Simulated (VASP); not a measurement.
Input of a VASP 6.6.1 run:

The input POSCAR:

```
Mg
1.0
    3.2638900000      0.0001000000     -0.0053100000
   -1.6318600000      2.7700700000      0.0113300000
   -0.0086200000      0.0162700000      5.2780100000
Mg
2
Direct
    0.3287800000      0.6679200000      0.2557600000
    0.6667908960      0.3313178054      0.7469285171
```

Contents of INCAR.step1:

```
SYSTEM = Mg
  PREC = Accurate
  ENCUT = 520
  ISMEAR = -1
  SIGMA = 0.1
  LREAL = .False.
  LASPH = .True.
  NELM = 60
  NBANDS = 9
  GGA = PE
  ALGO = Normal
  EDIFF = 1E-4
  LWAVE = .True.
  LCHARG = .False.
```

INCAR.step2

```
SYSTEM = Mg
  PREC = Accurate
  ENCUT = 520
  EDIFF = 1E-6
  ISMEAR = -1
  SIGMA = 0.1
  LREAL = .False.
  LASPH = .True.
  NELM = 60
  ALGO = Normal
  ISIF = 2
  LWAVE = .False.
  LCHARG = .False.
  METAGGA = R2SCAN
  LMIXTAU = .True.
  NBANDS = 9
  ISTART = 1
```

KPOINTS

```
regular mesh
0
Gamma
  7 7 4
  0 0 0
```

Potentials or basis: VASP PAW PBE potentials, release 64 (Mg).

Launch:

```sh
$ cat potpaw_PBE.64/Mg/POTCAR > POTCAR
$ cp INCAR.step1 INCAR
$ mpirun -np 1 vasp_std > vasp.out
$ cp INCAR.step2 INCAR
$ mpirun -np 1 vasp_std > vasp.out
```

Problem. What does it give for the band gap on the k mesh?

Solution. Zero (bands 2 and 3 overlap by 2.11 eV).

Problem. What does it give for the largest force?

Solution. 0.136 eV/Å.

Stress tensor (GPa, compression positive):
```
-3.12  0.04  0.04
 0.04 -2.32 -0.04
 0.04 -0.04 -0.44
```

Caveat: the PAW data sets were made with another functional, which shifts forces and pressure a little.
